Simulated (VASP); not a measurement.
# AlN (Cm) in VASP: further runs

The runs below take AlN through single point, with PBE.

All numbers are computed with VASP 6.6.1; they aren't measurements. Logs are shortened: lines on timing, memory, paths and dates and some standing lists are left out, and cuts for length are marked.

## 1. The cell of the first run

It takes space group Cm (No. 8, monoclinic). Conventional cell: a = 6.177 Å, b = 6.177 Å, c = 4.368 Å, α = 90.00°, β = 90.00°, γ = 90.00°. Al (site symmetry m) has 4 N at 1.66 to 2.14 Å within 2.2 Å. Within 2.5 Å of Al (site symmetry m) lie 4 N at 1.89 Å. Within 2.5 Å of Al (site symmetry 1) lie 4 N at 1.89 Å. N (site symmetry m) has 4 Al at 1.66 to 1.89 Å within 2.2 Å. N (site symmetry m) has 4 Al at 1.89 to 2.14 Å within 2.5 Å. N (site symmetry 1) has 4 Al at 1.89 to 1.92 Å within 2.5 Å.

## 2. Single point, PBE (atom 1 (Al) moved -0.300 Å along Cartesian [1 1 0])

The input, INCAR:

```
  PREC = Accurate
  ENCUT = 520
  EDIFF = 1E-6
  ISMEAR = 0
  SIGMA = 0.05
  LREAL = F
  LASPH = T
  NELM = 100
  ALGO = Normal
  ISIF = 2
  LWAVE = F
  LCHARG = F
  GGA = PE
  NBANDS = 26
```

The input, KPOINTS:

```
regular mesh
0
Gamma
  6 6 6
```

The input, POSCAR:

```
AlN
1.0
    4.3679871192      0.0000000000      0.0000000000
    0.0000000000     -4.3679871192      0.0000000000
    0.0000000000      0.0000000000     -4.3679871192
Al N
4 4
Direct
   -0.0485651694      0.5485651694      0.5000000000
    0.5000000000      0.0000000000      0.5000000000
    0.5000000000      0.5000000000      0.0000000000
    0.0000000000      0.0000000000      0.0000000000
    0.7500000000      0.7500000000      0.7500000000
    0.2500000000      0.2500000000      0.7500000000
    0.2500000000      0.7500000000      0.2500000000
    0.7500000000      0.2500000000      0.2500000000
```

Potentials or basis: VASP PAW PBE potentials, release 64 (Al, N).

Run with:

```sh
> cat potpaw_PBE.64/Al/POTCAR potpaw_PBE.64/N/POTCAR > POTCAR
> mpirun -np 1 vasp_std > vasp.out
```

OUTCAR:

```text
PREC = Accurate
   ENCUT = 520
   EDIFF = 1E-6
   ISMEAR = 0
   LREAL = F
   LASPH = T
   NELM = 100
   ISIF = 2
   GGA = PE

 ion  position               nearest neighbor table
   1  0.951  0.549  0.500-   5 1.66   7 1.92   8 1.92   6 2.14   2 2.79   3 2.95   4 2.95   3 2.95
                             4 2.95   2 3.10   2 3.10   3 3.25   3 3.25   4 3.25   4 3.25
   2  0.500  0.000  0.500-   5 1.89   6 1.89   7 1.89   8 1.89   1 2.79   3 3.09   4 3.09   3 3.09
                             4 3.09   3 3.09   3 3.09   4 3.09   4 3.09   1 3.10   1 3.10
   3  0.500  0.500  0.000-   5 1.89   6 1.89   7 1.89   8 1.89   1 2.95   1 2.95   4 3.09   2 3.09
                             2 3.09   2 3.09   4 3.09   2 3.09   4 3.09   4 3.09   1 3.25   1 3.25
   4  0.000  0.000  0.000-   5 1.89   6 1.89   7 1.89   8 1.89   1 2.95   1 2.95   3 3.09   2 3.09
                             2 3.09   3 3.09   2 3.09   3 3.09   2 3.09   3 3.09   1 3.25   1 3.25
   5  0.750  0.750  0.750-   1 1.66   2 1.89   3 1.89   4 1.89
   6  0.250  0.250  0.750-   2 1.89   3 1.89   4 1.89   1 2.14
   7  0.250  0.750  0.250-   2 1.89   3 1.89   4 1.89   1 1.92
   8  0.750  0.250  0.250-   2 1.89   3 1.89   4 1.89   1 1.92

  LATTYP: Found a simple cubic cell.
 ALAT       =     4.3679871192

  Lattice vectors:

 A1 = (   4.3679871192,   0.0000000000,   0.0000000000)
 A2 = (   0.0000000000,  -4.3679871192,   0.0000000000)
 A3 = (   0.0000000000,   0.0000000000,  -4.3679871192)

Analysis of symmetry for initial positions (statically):
=====================================================================
 Subroutine PRICEL returns:
 Original cell was already a primitive cell.

 Routine SETGRP: Setting up the symmetry group for a
 simple cubic supercell.

 Subroutine GETGRP returns: Found  2 space group operations
 (whereof  1 operations were pure point group operations)
 out of a pool of 48 trial point group operations.

The static configuration has the point symmetry C_1 .
 The point group associated with its full space group is C_1h.

Analysis of symmetry for dynamics (positions and initial velocities):
=====================================================================
 Subroutine PRICEL returns:
 Original cell was already a primitive cell.

 Routine SETGRP: Setting up the symmetry group for a
 simple cubic supercell.

 Subroutine GETGRP returns: Found  2 space group operations
 (whereof  1 operations were pure point group operations)
 out of a pool of 48 trial point group operations.

The dynamic configuration has the point symmetry C_1 .
 The point group associated with its full space group is C_1h.

 Subroutine INISYM returns: Found  2 space group operations
 (whereof  1 operations are pure point group operations),
 and found     1 'primitive' translations

----------------------------------------------------------------------------------------

                                     Primitive cell

  volume of cell :      83.3382

  direct lattice vectors                    reciprocal lattice vectors
     4.367987119  0.000000000  0.000000000     0.228938404  0.000000000  0.000000000
     0.000000000 -4.367987119  0.000000000     0.000000000 -0.228938404  0.000000000
     0.000000000  0.000000000 -4.367987119     0.000000000  0.000000000 -0.228938404

  length of vectors
     4.367987119  4.367987119  4.367987119     0.228938404  0.228938404  0.228938404

  position of ions in fractional coordinates (direct lattice)
     0.951434831  0.548565169  0.500000000
     0.500000000  0.000000000  0.500000000
     0.500000000  0.500000000  0.000000000
     0.000000000  0.000000000  0.000000000
     0.750000000  0.750000000  0.750000000
     0.250000000  0.250000000  0.750000000
     0.250000000  0.750000000  0.250000000
     0.750000000  0.250000000  0.250000000

  ion indices of the primitive-cell ions
   primitive index   ion index
                 1           1
                 2           2
                 3           3
                 4           4
                 5           5
                 6           6
                 7           7
                 8           8

----------------------------------------------------------------------------------------

 KPOINTS: regular mesh

Automatic generation of k-mesh.
 Grid dimensions read from file:
 generate k-points for:    6    6    6

 Generating k-lattice:

  Cartesian coordinates                     Fractional coordinates (reciprocal lattice)
     0.038156401  0.000000000  0.000000000     0.166666667  0.000000000  0.000000000
     0.000000000 -0.038156401  0.000000000     0.000000000  0.166666667  0.000000000
     0.000000000  0.000000000 -0.038156401     0.000000000  0.000000000  0.166666667

  Length of vectors
     0.038156401  0.038156401  0.038156401

  Shift w.r.t. Gamma in fractional coordinates (k-lattice)
     0.000000000  0.000000000  0.000000000

 Subroutine IBZKPT returns following result:
 ===========================================

 Found     68 irreducible k-points:

 Following reciprocal coordinates:
            Coordinates               Weight
  0.000000  0.000000  0.000000      1.000000
  0.166667  0.000000  0.000000      4.000000
  0.000000  0.000000  0.166667      2.000000
  0.333333  0.000000  0.000000      4.000000
  0.000000  0.000000  0.333333      2.000000
  0.500000  0.000000  0.000000      2.000000
[... 16 lines left out ...]
  0.333333  0.000000  0.333333      4.000000
 -0.333333  0.333333  0.000000      2.000000
 [... further k-points ...]
   k-points           NKPTS =     68   k-points in BZ     NKDIM =     68   number of bands    NBANDS=     26
   number of dos      NEDOS =    301   number of ions     NIONS =      8
   total plane-waves  NPLWV =  32768
   dimension x,y,z NGX =    32 NGY =   32 NGZ =   32
   dimension x,y,z NGXF=    64 NGYF=   64 NGZF=   64
   ions per type =               4   4
   NGX,Y,Z   is equivalent  to a cutoff of  12.18, 12.18, 12.18 a.u.
   NGXF,Y,Z  is equivalent  to a cutoff of  24.36, 24.36, 24.36 a.u.
 SYSTEM =  unknown system
   PREC   = accura    normal or accurate (medium, high low for compatibility)
   ISTART =      0    job   : 0-new  1-cont  2-samecut
   ICHARG =      2    charge: 1-file 2-atom 10-const
   ISPIN  =      1    spin polarized calculation?
   LNONCOLLINEAR =      F non collinear calculations
   LSORBIT =      F    spin-orbit coupling
   LASPH  =      T    aspherical Exc in radial PAW
   ENCUT  =  520.0 eV  38.22 Ry    6.18 a.u.   8.12  8.12  8.12*2*pi/ulx,y,z
   NELM   =    100;   NELMIN=  2; NELMDL= -5     # of ELM steps
   EDIFF  = 0.1E-05   stopping-criterion for ELM
   LREAL  =      F    real-space projection
   EDIFFG = 0.1E-04   stopping-criterion for IOM
   NSW    =      0    number of steps for IOM
   IBRION =     -1    ionic relax: 0-MD 1-quasi-New 2-CG
   NFREE  =      0    steps in history (QN), initial steepest desc. (CG)
   ISIF   =      2    stress and relaxation
   ISYM   =      2    0-nonsym 1-usesym 2-fastsym
   POTIM  = 0.5000    time-step for ionic-motion
   TEBEG  =    0.0;   TEEND  =   0.0 temperature during run
   PSTRESS=    0.0 pullay stress
   NELECT =      32.0000    total number of electrons
   NUPDOWN=      -1.0000    fix difference up-down
   EMIN   =  10.00;   EMAX   =-10.00  energy-range for DOS
   EFERMI =   0.00;   METHOD = LEGACY
   ISMEAR =     0;   SIGMA  =   0.05  broadening in eV -4-tet -1-fermi 0-gaus
   EFERMI_NEDOS =   21; number of points for ismear=-14 and -15
   IALGO  =     38    algorithm
   IMIX   =      4    mixing-type and parameters
     AMIX     =   0.40;   BMIX     =  1.00
     AMIX_MAG =   1.60;   BMIX_MAG =  1.00
  volume/ion in A,a.u.               =      10.42        70.30
  Fermi-wavevector in a.u.,A,eV,Ry     =   1.189899  2.248583 19.263943  1.415860
  Thomas-Fermi vector in A             =   2.325996
   LORBIT       =      0    0 simple, 1 ext, 2 COOP (PROOUT), +10 PAW based schemes
   GGA     = PE    functional components
   LHFCALC =     F    Hartree Fock is set to
   AEXX    =    0.0000 exact exchange contribution
   IVDW    =     0    specifies the selected vdW correction
   LEPSILON=     F    determine dielectric tensor
   LRPA    =     F    only Hartree local field effects (RPA)
 non-spin polarized calculation
 Gauss-broadening in eV      SIGMA  =   0.05
  energy-cutoff  :      520.00
  volume of cell :       83.34
 maximum number of plane-waves:      2272
   NGX = 17   NGY = 17   NGZ = 17

 number of electron      32.0000007 magnetization

 Free energy of the ion-electron system (eV)
  ---------------------------------------------------
  ext. energy  EPLUGINS =         0.00000000
  ---------------------------------------------------
  free energy    TOTEN  =       -58.36047953 eV

  energy without entropy =      -58.36047953  energy(sigma->0) =      -58.36047953

 E-fermi :   6.6232     XC(G=0): -10.9306

 val. band max:        6.3337039888   @ k =   0.0000   0.0000   0.0000
 cond. band min:       8.3490167711   @ k =   0.0000   0.0000   0.0000
 fundamental gap:      2.0153127823
 Fermi energy:         6.6232133414

 k-point     1 :       0.0000    0.0000    0.0000
  band No.  band energies     occupation
      1      -9.1618      2.00000
      2      -6.8613      2.00000
      3      -6.3158      2.00000
      4      -5.8193      2.00000
      5       0.9231      2.00000
      6       0.9235      2.00000
[... 18 lines left out ...]
     25      18.6018      0.00000
     26      18.6331      0.00000

 k-point     2 :       0.1667    0.0000    0.0000
  band No.  band energies     occupation
      1      -9.0380      2.00000
      2      -6.9221      2.00000
      3      -6.4326      2.00000
      4      -5.8529      2.00000
      5       1.0649      2.00000
      6       1.1087      2.00000
[... 18 lines left out ...]
     25      18.7041      0.00000
[... 608 lines left out ...]
     25      16.7746      0.00000
     26      17.0058      0.00000

 k-point    24 :      -0.3333    0.3333    0.0000
  band No.  band energies     occupation
      1      -8.3213      2.00000
      2      -7.1222      2.00000
      3      -6.9245      2.00000
      4      -6.1206      2.00000
      5       1.2881      2.00000
      6       1.5101      2.00000
[... 18 lines left out ...]
     25      16.7437      0.00000
     26      16.9064      0.00000

 [... further k-points ...]
[... 5 lines left out ...]
  --------------------------------------------------------------------------------------
  -------------------------------------------------------------------------------------
  Total        3.5192144      3.5192144      5.3857655      1.8601041      2.5354675      2.5354675
  in kB       67.6569260     67.6569260    103.5413866     35.7605172     48.7443841     48.7443842
  external PRESSURE =      79.6184129 kB  Pullay stress =       0.0000000 kB

 VOLUME and BASIS-vectors are now :
 -----------------------------------------------------------------------------
  energy-cutoff  :      520.00
  volume of cell :       83.34
      direct lattice vectors                 reciprocal lattice vectors
     4.367987119  0.000000000  0.000000000     0.228938404  0.000000000  0.000000000
     0.000000000 -4.367987119  0.000000000     0.000000000 -0.228938404  0.000000000
     0.000000000  0.000000000 -4.367987119     0.000000000  0.000000000 -0.228938404

 POSITION                                       TOTAL-FORCE (eV/Angst)
 -----------------------------------------------------------------------------------
      4.15586     -2.39613     -2.18399         4.979017      4.979017      2.753389
      2.18399      0.00000     -2.18399        -1.073072     -1.073072     -0.064866
      2.18399     -2.18399      0.00000        -1.001775      0.704016      0.059312
      0.00000      0.00000      0.00000         0.704016     -1.001775      0.059312
      3.27599     -3.27599     -3.27599        -2.533076     -2.533076     -2.796722
      1.09200     -1.09200     -3.27599        -0.521236     -0.521236      0.247899
      1.09200     -3.27599     -1.09200        -0.380728     -0.173144     -0.129162
      3.27599     -1.09200     -1.09200        -0.173144     -0.380728     -0.129162
 -----------------------------------------------------------------------------------
    total drift:                                0.000236      0.000236      0.000725

  FREE ENERGIE OF THE ION-ELECTRON SYSTEM (eV)
  ---------------------------------------------------
  free  energy   TOTEN  =       -58.3604795298 eV

  energy  without entropy=      -58.3604795298  energy(sigma->0) =      -58.36047953
```

Wall time 44 s (1 thread of Intel Xeon 6975P-C (Granite Rapids), shared host); peak memory 0.24 GiB.

Results:

```yaml
Free_energy: -58.3605 eV
Pressure: 8.0 GPa
Largest_force: 7.561 eV/Å
Band_gap_on_the_k_mesh: 2.02 eV
```

Forces in eV/Å, atoms in the order of the input:
```
Al   4.979  4.979  2.753
Al  -1.073 -1.073 -0.065
Al  -1.002  0.704  0.059
Al   0.704 -1.002  0.059
N   -2.533 -2.533 -2.797
N   -0.521 -0.521  0.248
N   -0.381 -0.173 -0.129
N   -0.173 -0.381 -0.129
```

Stress tensor (GPa, compression positive):
```
 6.77  3.58  4.87
 3.58  6.77  4.87
 4.87  4.87 10.35
```

Levels at points of the mesh, in eV from the valence-band top:
```
           k point  band 13  band 14  band 15  band 16  band 17  band 18  band 19  band 20
(0.00, 0.00, 0.00)    -1.90    -0.40    -0.29     0.00     2.02     3.03     3.35     4.15
(0.50, 0.00, 0.00)    -1.85    -1.69    -1.00    -0.72     4.68     5.58     5.75     6.41
(0.00, 0.00, 0.50)    -1.33    -1.31    -1.25    -1.12     4.53     5.60     5.74     6.46
(0.50, 0.50, 0.00)    -1.11    -0.91    -0.75    -0.62     6.41     7.42     7.47     8.22
(0.00, 0.50, 0.50)    -1.51    -1.18    -0.61    -0.25     6.38     7.42     7.50     8.12
(0.50, 0.50, 0.50)    -0.61    -0.51    -0.49    -0.04     6.59     6.81     6.97     7.12
```

Caveat: the cell differs from its parent crystal (atom 1 (Al) moved -0.300 Å along Cartesian [1 1 0]); the cell stands under pressure; forces of over 1 eV/Å act on the atoms, so gaps and moduli don't describe the material at rest.

[end of part 1 of 2]
